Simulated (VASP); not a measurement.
A run of VASP 6.6.1 is set up as follows.

The input INCAR:

```
PREC = Accurate
ENCUT = 520
EDIFF = 1E-6
ISMEAR = 0
SIGMA = 0.01
LREAL = Auto
LASPH = T
NELM = 200
ALGO = Normal
ISIF = 2
LWAVE = F
LCHARG = F
ISPIN = 2
MAGMOM = 0 0 0 0 0 0 0 0 0 0 0 0 0 0 0 0 0.03 0.04 0 0 0 0 0 0 0 0 0.02 0 0 0 0 0.03 0 0 0 0.59
LORBIT = 11
NUPDOWN = 1.0
LMAXMIX = 4
GGA = PE
NELECT = 203.0
NBANDS = 129
GGA_COMPAT = F
```

The input KPOINTS:

```
Automatic mesh
0
Gamma
  1 1 1
  0.25 0.25 0.25
```

The input POSCAR:

```
Si11RuO24
1.0
   -2.5104095144      4.3481568267      5.5092742089
    5.0208190287      0.0000000000      5.5092742089
    5.0208190287      8.6963136534      0.0000000000
Si O Ru
11 24 1
Direct
    0.4057585579      0.9133924906      0.0426364263
    0.8855681487      0.4346396591      0.2695430512
   -0.0018984304     -0.0026400734      0.2653612124
    0.5043007104      0.4904407216      0.0122472757
    0.0812050153      0.5685562351      0.4473901681
    0.5952245257      0.0590576890      0.2076704970
    0.4155842144      0.9416094492      0.5464827989
    0.9102121943      0.4270385781      0.7818574459
    0.0060676196      0.0001782956      0.7625177033
    0.1100877651      0.5671862341      0.9383969027
    0.5954097967      0.0919014358      0.7147275460
    0.0179582736      0.5043830205      0.3332697590
    0.5636820092      0.9577845348      0.0993454470
    0.0511820949      0.8085301997      0.3968832009
    0.5570440196      0.2946090815      0.1390574067
    0.1851054577      0.0134507357      0.1224726647
    0.6547201554      0.5283056943      0.3164600511
    0.3040818637      0.4578248393      0.4454723400
    0.8219032001      0.9742328606      0.2153473165
    0.4274479117      0.6792893273      0.0797274145
    0.9357798104      0.1940089217      0.3211727436
    0.4468751411      0.0073183042      0.3684901561
    0.9517585133      0.5043240050      0.0911368053
    0.0795187912      0.4845802080      0.8187092536
    0.5538410241      1.0404886764      0.5838283680
    0.0755364125      0.8052191042      0.8862080635
    0.5682190522      0.3233766801      0.6896384907
    0.1828152798      0.0310533942      0.6150012421
    0.6969005112      0.5193548389      0.8771281747
    0.3299229372      0.4698646067      0.9594323269
    0.8199856465      0.9748423982      0.7261765751
    0.4714703766      0.7073780586      0.6140573865
    0.9444934556      0.1887319547      0.8298301829
    0.4423391269      0.0054862810      0.8674976274
    0.9276776072      0.5172366245      0.6087189125
    0.4926463195      0.5125814210      0.5150809088
```

Potentials or basis: VASP PAW PBE potentials, release 64 (Si, O, Ru_pv).

Launch:

```bash
$ cat potpaw_PBE.64/Si/POTCAR potpaw_PBE.64/O/POTCAR potpaw_PBE.64/Ru_pv/POTCAR > POTCAR
$ mpirun -np 1 vasp_std > vasp.out
```

Q: Estimate the largest force.

A: 0.087 eV/Å.

Forces in eV/Å, atoms in the order of the input:
```
Si  -0.009 -0.024 -0.006
Si  -0.052  0.027  0.037
Si  -0.016  0.024  0.000
Si   0.000 -0.005  0.007
Si   0.028 -0.019 -0.023
Si  -0.016 -0.007 -0.002
Si   0.058 -0.041  0.051
Si   0.015  0.003 -0.002
Si   0.014  0.013 -0.010
Si  -0.029 -0.018  0.005
Si  -0.062  0.012 -0.058
O    0.008 -0.013 -0.015
O    0.015  0.004  0.000
O   -0.001 -0.017 -0.001
O   -0.015  0.002 -0.013
O    0.003  0.017 -0.012
O    0.041 -0.030 -0.017
O   -0.039  0.046  0.015
O    0.016  0.000  0.000
O    0.002 -0.016  0.005
O    0.017 -0.018  0.016
O   -0.008  0.009  0.010
O    0.003  0.022  0.000
O    0.010 -0.002 -0.008
O   -0.002 -0.004 -0.019
O   -0.001 -0.006  0.000
O    0.048  0.000  0.055
O   -0.017  0.012  0.010
O    0.000  0.011 -0.017
O    0.015  0.015  0.006
O    0.018 -0.007 -0.003
O   -0.044  0.035 -0.037
O    0.002 -0.010  0.005
O   -0.005  0.005  0.007
O   -0.019 -0.012  0.026
Ru   0.022 -0.009 -0.011
```

Caveat: the k points lie up to 0.92 Å⁻¹ apart, too coarse for converged energies, forces and pressures; the cell carries a net charge on a neutralising background, which shifts energy and pressure; the total moment is fixed, so each spin has its own Fermi level and the state may be an excited one.
